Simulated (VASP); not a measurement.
# MoS2 (P-6m2) in VASP: a series of runs, part 2 of 2

VASP 6.6.1. The steps go on from the part before.

### 3 Single point, PBE+D3(BJ) (volume 19.788 Å^3 an atom, c/a of the conventional cell 2.0542)

INCAR

```
PREC     = Accurate       # precision mode
ENCUT    = 500            # plane-wave cutoff, eV
EDIFF    = 1E-6           # SCF threshold, eV
ISMEAR   = 0              # smearing method
SIGMA    = 0.05           # smearing width, eV
LREAL    = F              # projectors in reciprocal space
LASPH    = T              # aspherical terms in the spheres
NELM     = 120            # most SCF steps
ALGO     = Normal         # electronic algorithm
ISIF     = 2              # what is computed and relaxed
LWAVE    = F              # write WAVECAR
LCHARG   = F              # write CHGCAR
GGA      = PE             # functional
IVDW     = 12             # dispersion correction
NBANDS   = 20             # bands
GGA_COMPAT= F
```

KPOINTS

```
Automatic mesh
0
Gamma
  12 12 6
```

POSCAR

```
MoS2
1.0
    3.2194617274      0.0000000000      0.0000000000
   -1.6097308637      2.7881356424      0.0000000000
    0.0000000000      0.0000000000      6.6134182804
Mo S
1 2
Direct
    0.0000000000      0.0000000000      0.0000000000
    0.3333333333      0.6666666667      0.2357940733
    0.3333333333      0.6666666667      0.7642059267
```

Potentials or basis: VASP PAW PBE potentials, release 64 (Mo_sv, S).

Command:

```
$ cat potpaw_PBE.64/Mo_sv/POTCAR potpaw_PBE.64/S/POTCAR > POTCAR
$ mpirun -np 1 vasp_std > vasp.out
```

OUTCAR:

```text
PREC = Accurate
   ENCUT = 500
   EDIFF = 1E-6
   ISMEAR = 0
   LREAL = F
   LASPH = T
   NELM = 120
   ISIF = 2
   GGA = PE
   IVDW = 12
 IVDW          = 12

 ion  position               nearest neighbor table
   1  0.000  0.000  0.000-   2 2.43   3 2.43   2 2.43   3 2.43   2 2.43   3 2.43
   2  0.333  0.667  0.236-   1 2.43   1 2.43   1 2.43
   3  0.333  0.667  0.764-   1 2.43   1 2.43   1 2.43

  LATTYP: Found a hexagonal cell.
 ALAT       =     3.2194617274
 C/A-ratio  =     2.0542000000

  Lattice vectors:

 A1 = (   3.2194617274,   0.0000000000,   0.0000000000)
 A2 = (  -1.6097308637,   2.7881356424,   0.0000000000)
 A3 = (   0.0000000000,   0.0000000000,   6.6134182804)

Analysis of symmetry for initial positions (statically):
=====================================================================
 Subroutine PRICEL returns:
 Original cell was already a primitive cell.

 Routine SETGRP: Setting up the symmetry group for a
 hexagonal supercell.

 Subroutine GETGRP returns: Found 12 space group operations
 (whereof 12 operations were pure point group operations)
[... 164 lines left out ...]

  energy without entropy =      -21.79680076  energy(sigma->0) =      -21.79680076

 E-fermi :   6.5030     XC(G=0): -10.1245

 val. band max:        6.1995309616   @ k =   0.0000   0.0000   0.5000
 cond. band min:       7.1644257032   @ k =   0.3333   0.3333   0.0000
 fundamental gap:      0.9648947417
 Fermi energy:         6.5029991717

 k-point     1 :       0.0000    0.0000    0.0000
  band No.  band energies     occupation
      1     -55.2820      2.00000
      2     -29.3989      2.00000
      3     -29.2297      2.00000
      4     -29.2297      2.00000
      5      -8.3999      2.00000
      6      -6.9591      2.00000
[... 541 lines left out ...]
     19      13.5197      0.00000
     20      14.2617      0.00000

 [... further k-points ...]

------------------------ aborting loop because EDIFF is reached ----------------------------------------

 Edisp (eV)   -1.14521

 E8    (eV) :    -0.4624

  FORCE on cell =-STRESS in cart. coord.  units (eV):
  Direction    XX          YY          ZZ          XY          YZ          ZX
  --------------------------------------------------------------------------------------
  -------------------------------------------------------------------------------------
  Total      -2.26980    -2.26980    -0.90661     0.00000    -0.00000     0.00000
  in kB     -61.25964   -61.25964   -24.46841     0.00000    -0.00000     0.00000
  external pressure =      -49.00 kB  Pullay stress =        0.00 kB

 VOLUME and BASIS-vectors are now :
 -----------------------------------------------------------------------------
  energy-cutoff  :      500.00
  volume of cell :       59.36
      direct lattice vectors                 reciprocal lattice vectors
     3.219461727  0.000000000  0.000000000     0.310610930  0.179331304  0.000000000
    -1.609730864  2.788135642  0.000000000     0.000000000  0.358662608  0.000000000
     0.000000000  0.000000000  6.613418280     0.000000000  0.000000000  0.151207735

 POSITION                                       TOTAL-FORCE (eV/Angst)
 -----------------------------------------------------------------------------------
      0.00000      0.00000      0.00000         0.000000      0.000000      0.000000
     -0.00000      1.85876      1.55940        -0.000000     -0.000000     -0.304884
     -0.00000      1.85876      5.05401        -0.000000      0.000000      0.304884
 -----------------------------------------------------------------------------------
    total drift:                                0.000000     -0.000000     -0.000000

  FREE ENERGIE OF THE ION-ELECTRON SYSTEM (eV)
  ---------------------------------------------------
  free  energy   TOTEN  =       -22.9420076382 eV

  energy  without entropy=      -22.9420076382  energy(sigma->0) =      -22.94200764
```

OSZICAR:

```text
N       E                     dE             d eps       ncg     rms          rms(c)
DAV:   1     0.182986279883E+03    0.18299E+03   -0.12999E+04  3064   0.118E+03
DAV:   2    -0.155578093741E+02   -0.19854E+03   -0.19310E+03  3744   0.308E+02
DAV:   3    -0.232776554212E+02   -0.77198E+01   -0.76482E+01  3824   0.570E+01
DAV:   4    -0.233700800680E+02   -0.92425E-01   -0.92382E-01  3720   0.660E+00
DAV:   5    -0.233717036880E+02   -0.16236E-02   -0.16235E-02  3876   0.842E-01    0.225E+01
DAV:   6    -0.222518370104E+02    0.11199E+01   -0.12191E+01  3224   0.205E+01    0.877E+00
DAV:   7    -0.218979865988E+02    0.35385E+00   -0.44415E+00  3128   0.119E+01    0.554E+00
DAV:   8    -0.217967511032E+02    0.10124E+00   -0.53464E-01  3436   0.445E+00    0.164E+00
DAV:   9    -0.217976791765E+02   -0.92807E-03   -0.22688E-02  3532   0.919E-01    0.583E-01
DAV:  10    -0.217967567934E+02    0.92238E-03   -0.10078E-02  3424   0.662E-01    0.142E-01
DAV:  11    -0.217967668522E+02   -0.10059E-04   -0.67520E-04  3576   0.179E-01    0.599E-02
DAV:  12    -0.217967600178E+02    0.68344E-05   -0.75494E-05  3568   0.547E-02    0.229E-02
DAV:  13    -0.217967992547E+02   -0.39237E-04   -0.61120E-05  3304   0.427E-02    0.123E-02
DAV:  14    -0.217968003016E+02   -0.10469E-05   -0.35525E-06  4012   0.114E-02    0.447E-03
DAV:  15    -0.217968007642E+02   -0.46253E-06   -0.10427E-06  2912   0.610E-03
   1 F= -.22942008E+02 E0= -.22942008E+02  d E =-.327866E-20
```

stdout:

```text
POSCAR found type information on POSCAR MoS
 POSCAR found :  2 types and       3 ions
 scaLAPACK will be used
 LDA part: xc-table for (Slater+PW92), standard interpolation
 POSCAR, INCAR and KPOINTS ok, starting setup
 FFT: planning ... GRIDC
 FFT: planning ... GRID_SOFT
 FFT: planning ... GRID
 WAVECAR not read
 entering main loop
```

It took 77 s on 1 thread of Intel Xeon Platinum 8175M at 2.50GHz (Skylake/Cascade Lake), shared host; peak memory 0.23 GiB.

Results:

```yaml
Free_energy: -22.9420 eV
Pressure: -4.9 GPa
Largest_force: 0.305 eV/Å
Band_gap_on_the_k_mesh: 0.96 eV, indirect (least direct gap 1.54 eV)
Dispersion_energy_per_atom: -0.382 eV
```

Forces on the atoms (eV/Å):
```
Mo   0.000  0.000  0.000
S    0.000  0.000 -0.305
S    0.000  0.000  0.305
```

Stress tensor (GPa, compression positive):
```
-6.13  0.00  0.00
 0.00 -6.13  0.00
 0.00  0.00 -2.45
```
